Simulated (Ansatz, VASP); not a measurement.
TiH in VASP and in Ansatz

INCAR

```
SYSTEM = TiH
ALGO = Normal
EDIFF = 1E-6
ENCUT = 520
ISIF = 2
ISMEAR = -1
LASPH = .True.
LCHARG = .True.
LELF = .True.
LREAL = .False.
LVHAR = .True.
LWAVE = .False.
NBANDS = 21
NELM = 60
PREC = Accurate
SIGMA = 0.15
```

Contents of KPOINTS:

```
k-points
0
Gamma
  8 8 5
  0 0 0
```

File POSCAR:

```
TiH
1.0
    2.9862772112      0.0000000000      0.0000000000
    0.0000000000      2.9862772112      0.0000000000
    0.0000000000      0.0000000000      4.6282539990
Ti H
2 2
Direct
    0.5000000000      0.0000000000      0.5000000000
    0.0000000000      0.5000000000      0.0000000000
    0.0000000000      0.0000000000      0.2500000000
    0.0000000000      0.0000000000      0.7500000000
```

Input for Ansatz:

```yaml
crystal:
  lattice:
    - [2.9862772111659344, 0.0, 0.0]
    - [0.0, 2.9862772111659344, 0.0]
    - [0.0, 0.0, 4.628253998967104]
  atoms:
    - { symbol: Ti, position: [0.5, 0.0, 0.5] }
    - { symbol: Ti, position: [0.0, 0.5, 0.0] }
    - { symbol: H, position: [0.0, 0.0, 0.25] }
    - { symbol: H, position: [0.0, 0.0, 0.75] }
basis:
  ecutwfc: 653.073269903712
  ecutrho_ratio: 8
kpoints:
  mp_grid:
    grid: [8, 8, 5]
hamiltonian:
  xc: lda
  pseudopotentials:
    kind: paw
scf:
  max_iter: 150
  convergence:
    dr2_threshold: 1.0e-08
  mixing:
    algorithm: broyden
    beta: 0.2
    ndim: 12
  occupations:
    method: fermi_dirac
    width: 0.15
output:
  stress: true
```

Alike in both runs: task single point; functional LDA; k mesh 8 × 8 × 5; occupations fermi-dirac, width 0.15 eV; no spin polarisation.

|  | VASP | Ansatz |
| --- | --- | --- |
| version | VASP 6.6.1 | Ansatz 0.2.0 |
| potentials or method | VASP PAW LDA potentials, release 64 (Ti_sv, H), cutoff 520 eV | plane waves, PAW |
| valence electrons in the cell | 26 | 26 |

|  | VASP | Ansatz | Ansatz less VASP |
| --- | --- | --- | --- |
| pressure (GPa) | -10.6 | -10.7 | -0.07 |
| traceless stress, the component that is largest in VASP (GPa) | 0.26 | 0.22 | -0.040 |

LDA's correlation is that of Perdew and Zunger in VASP and of Perdew and Wang (1992) in Ansatz. Ansatz's warnings: stress scf threshold loose.
